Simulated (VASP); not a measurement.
A run of VASP 6.6.1 is set up as follows.

INCAR

```
SYSTEM = Bi
ALGO = Fast
EDIFF = 1E-6
ENCUT = 520
GGA = PE
ISIF = 2
ISMEAR = 0
IVDW = 12
LASPH = .TRUE.
LCHARG = .FALSE.
LREAL = .FALSE.
LWAVE = .FALSE.
NBANDS = 14
NELM = 100
PREC = Accurate
SIGMA = 0.15
```

The input KPOINTS:

```
k-points
0
G
  18 18 18
  0 0 0
```

The input POSCAR:

```
Bi
1.0
   -1.8343981632      1.8343981632      2.2953824216
    1.8343981632     -1.8343981632      2.2953824216
    1.8343981632      1.8343981632     -2.2953824216
Bi
1
Direct
    0.0000000000      0.0000000000      0.0000000000
```

Potentials or basis: VASP PAW PBE potentials, release 64 (Bi_d).

Launch:

```bash
$ cat potpaw_PBE.64/Bi_d/POTCAR > POTCAR
$ mpirun -np 1 vasp_std > vasp.out
```

**Question.** Predict the dispersion energy per atom.

**Answer.** -0.510 eV.

**Question.** Estimate the pressure.

**Answer.** -1.2 GPa.

Stress tensor (GPa, compression positive):
```
-0.55  0.00  0.00
 0.00 -0.55  0.00
 0.00  0.00 -2.36
```

Caveat: pairwise dispersion overbinds metals, which lowers pressure and volume.
